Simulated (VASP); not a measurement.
Input of a VASP 6.6.1 run:

The input INCAR:

```
SYSTEM = ClO
PREC     = Accurate       ! precision mode
ENCUT    = 520            ! plane-wave cutoff, eV
EDIFF    = 1E-6           ! SCF threshold, eV
ISMEAR   = -1             ! smearing method
SIGMA    = 0.1            ! smearing width, eV
LREAL    = .FALSE.        ! projectors in reciprocal space
LASPH    = .TRUE.         ! aspherical terms in the spheres
NELM     = 80             ! most SCF steps
ALGO     = Normal         ! electronic algorithm
ISIF     = 2              ! what is computed and relaxed
LWAVE    = .FALSE.        ! write WAVECAR
LCHARG   = .FALSE.        ! write CHGCAR
GGA      = PS             ! functional
NBANDS   = 14             ! bands
```

The input KPOINTS:

```
regular mesh
0
G
  7 7 7
  0 0 0
```

File POSCAR:

```
ClO
1.0
    3.1852167900      0.0000000000      0.0000000000
    0.0000000000      3.1852167900      0.0000000000
    0.0000000000      0.0000000000      3.1852167900
Cl O
1 1
Direct
    0.0000000000      0.0000000000      0.0000000000
    0.5000000016      0.5000000016      0.5000000016
```

Potentials or basis: VASP PAW PBE potentials, release 64 (Cl, O).

Command:

```sh
$ cat potpaw_PBE.64/Cl/POTCAR potpaw_PBE.64/O/POTCAR > POTCAR
$ mpirun -np 1 vasp_std > vasp.out
```

Problem. Estimate the pressure.

Solution. -13.4 GPa.

Caveat: the PAW data sets were made with another functional, which shifts forces and pressure a little; an odd number of electrons without spin polarisation forces a metal; a magnetic or distorted state may lie lower.
